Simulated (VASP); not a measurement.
**TaN: relaxation of the atoms with r2SCAN**

Crystal: TaN.

```
CELL_PARAMETERS angstrom
2.91656 0.00000 0.00000
-1.45828 2.52582 0.00000
0.00000 0.00000 2.86554
ATOMIC_POSITIONS crystal
Ta 0.33333 0.66667 0.50000
N 0.00000 0.00000 0.00000
```

```yaml
Program: VASP 6.6.1
Task: relaxation of the atoms
Functional: r2SCAN
Potentials_or_basis: VASP PAW PBE potentials, release 64 (Ta_pv, N)
Cutoff: 520 eV
k_mesh: 13 × 13 × 12
Occupations: fermi-dirac, width 0.1 eV
Spin: no spin polarisation
Dipole_correction: no
Further_INCAR_settings: ALGO = Normal; EDIFF = 1e-06; IBRION = 2; EDIFFG = -0.01; NSW = 50
```

* Pressure after relaxing: 9.3 GPa
* Band gap on the k mesh: zero (bands 8 and 9 overlap by 0.37 eV)

Stress tensor (GPa, compression positive):
```
8.93 0.00 0.00
0.00 8.93 0.00
0.00 0.00 9.99
```

Final structure:
```yaml
crystal:
  lattice:
    - [2.91656, 0.00000, 0.00000]
    - [-1.45828, 2.52582, 0.00000]
    - [0.00000, 0.00000, 2.86554]
  atoms:
    - { symbol: Ta, position: [0.33333, 0.66667, 0.50000] }
    - { symbol: N, position: [0.00000, 0.00000, 0.00000] }
```

Levels at points of the mesh, in eV from the Fermi level:
| k point | band 5 | band 6 | band 7 | band 8 | band 9 | band 10 | band 11 | band 12 |
| --- | --- | --- | --- | --- | --- | --- | --- | --- |
| (0.00, 0.00, 0.00) | -4.90 | -4.90 | -4.48 | -3.17 | 2.67 | 3.86 | 3.86 | 4.36 |
| (0.00, 0.00, 0.50) | -9.84 | -4.03 | -4.03 | -0.08 | -0.08 | 2.44 | 3.71 | 3.71 |

It took 65 s on 1 thread of AMD EPYC 9R45 96-Core Processor (Zen 5) (shared host), peak memory 0.15 GiB.

Caveat: the relaxation stopped at its first step, so nothing moved; the PAW data sets were made with another functional, which shifts forces and pressure a little; spin-orbit coupling is left out, which moves the levels of the heavy elements.
